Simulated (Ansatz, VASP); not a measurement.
CuO: VASP beside Ansatz

POSCAR

```
CuO
1.0
    2.8363251100      0.0000000000      0.0000000000
   -1.4181625500      2.4563296000      0.0000000000
    0.0000000000      0.0000000000      2.7681127800
Cu O
1 1
Direct
    0.0000000000      0.0000000000      0.0000000000
    0.6666666667      0.3333333333      0.5000000000
```

Contents of INCAR.step1:

```
SYSTEM = CuO
  ALGO = Normal
  EDIFF = 1E-5
  EDIFFG = -0.005
  ENCUT = 770
  GGA = PE
  GGA_COMPAT = .FALSE.
  IBRION = 2
  ISIF = 3
  ISMEAR = -1
  LASPH = .TRUE.
  LCHARG = .FALSE.
  LDAU = .TRUE.
  LDAUJ = 0 0
  LDAUL = 2 -1
  LDAUTYPE = 2
  LDAUU = 5.3 0
  LMAXMIX = 4
  LREAL = .FALSE.
  LWAVE = .TRUE.
  NELM = 200
  NELMIN = 4
  NSW = 100
  PREC = Accurate
  SIGMA = 0.05
```

Contents of INCAR.step2:

```
SYSTEM = CuO
  ALGO = Normal
  EDIFF = 1E-7
  EDIFFG = -0.01
  ENCUT = 770
  GGA_COMPAT = .FALSE.
  IBRION = 2
  ISIF = 3
  ISMEAR = -1
  ISTART = 1
  LASPH = .TRUE.
  LCHARG = .FALSE.
  LDAU = .TRUE.
  LDAUJ = 0 0
  LDAUL = 2 -1
  LDAUPRINT = 1
  LDAUTYPE = 2
  LDAUU = 5.3 0
  LMAXMIX = 4
  LMIXTAU = .TRUE.
  LREAL = .FALSE.
  LWAVE = .FALSE.
  METAGGA = R2SCAN
  NELM = 200
  NELMIN = 4
  NSW = 60
  PREC = Accurate
  SIGMA = 0.05
```

Contents of KPOINTS:

```
k-points
0
G
  11 11 10
  0 0 0
```

Contents of input.yaml:

```yaml
crystal:
  lattice:
    - [2.83632511, 0.0, 0.0]
    - [-1.41816255, 2.4563296, 0.0]
    - [0.0, 0.0, 2.76811278]
  atoms:
    - { symbol: Cu, position: [0.0, 0.0, 0.0] }
    - { symbol: O, position: [0.6666666667, 0.3333333333, 0.5] }
hamiltonian:
  xc: r2scan
  pseudopotentials: { kind: paw }
  hubbard: { sites: [{ species: Cu, l: d, u_eff: 5.3 }] }
kpoints:
  mp_grid: { grid: [11, 11, 10] }
scf:
  occupations: { method: fermi_dirac, width: 0.05 }
output:
  forces: true
  stress: true
  eigenvalues: true
  write_density: true
  write_potential: true
  elf: true
  volumetric_format: npy
relax:
  f_tol: 0.01
  max_steps: 40
  cell: { stress_tol: 0.05 }
```

Alike in both runs: task relaxation of cell and atoms; functional r2SCAN; k mesh 11 × 11 × 10; occupations fermi-dirac, width 0.05 eV; no spin polarisation; Hubbard terms Cu d U = 5.3 eV.

|  | VASP | Ansatz |
| --- | --- | --- |
| version | VASP 6.6.1 | Ansatz 0.2.0 |
| potentials or method | VASP PAW PBE potentials, release 64 (Cu_sv_GW, O) | Ansatz PAW |
| plane-wave cutoff (eV) | 770 | 500 |
| valence electrons in the cell | 25 | 25 |

|  | VASP | Ansatz | Ansatz less VASP |
| --- | --- | --- | --- |
| gap on the k mesh at the Fermi level, each at its own relaxed structure (eV) | none | none | - |
| relaxed volume (Å³/atom) | 9.15 | 9.48 | +0.323 |
| relaxed length of the cell vector where the two differ most in proportion (Å) | 2.832 | 2.870 | +0.0377 |

VASP's potentials were made for PBE, not for r2SCAN. The programs project onto different local orbitals, so the same U acts differently, and such runs can settle in different states. A gap of «none» marks a metal or a gap that the smearing closes.

Noted on Ansatz's run: the plane-wave basis is chosen anew once the cell has moved, so the energies of steps on either side of that aren't comparable.
